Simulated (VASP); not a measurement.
# As: single point with PBEsol

Crystal: As.

```
As
1.0
     2.59765    0.00000    0.00000
     0.00000    2.59765    0.00000
     0.00000    0.00000    2.59765
As
1
Direct
  0.00000 0.00000 0.00000
```

This cell differs from its parent crystal: volume scaled by 0.9.

```
Program             : VASP 6.6.1
Task                : single point
Functional          : PBEsol
Potentials or basis : VASP PAW PBE potentials, release 64 (As)
Cutoff              : 520 eV
k mesh              : 14 × 14 × 14
Occupations         : fermi-dirac, width 0.05 eV
Spin                : no spin polarisation
```

The pressure is 12.0 GPa.

Levels at points of the mesh, in eV from the Fermi level:
```
           k point  band 1  band 2  band 3  band 4  band 5  band 6  band 7  band 8
(0.00, 0.00, 0.00)  -16.21    4.57    4.57    4.57    8.57    8.57   11.44   26.49
(0.50, 0.00, 0.00)  -12.49   -8.04    7.34    7.34   11.57   14.67   15.26   15.26
(0.50, 0.50, 0.00)   -8.54   -4.95   -4.95    1.80   10.01   17.92   18.30   18.30
(0.50, 0.50, 0.50)   -4.02   -2.11   -2.11   -2.11    5.62    5.62    5.62    9.16
```

Wall time 5.2 s on 1 thread of Intel(R) Xeon(R) 6975P-C (Granite Rapids), on a shared host, peak memory 0.12 GiB.

Caveat: the PAW data sets were made with another functional, which shifts forces and pressure a little.
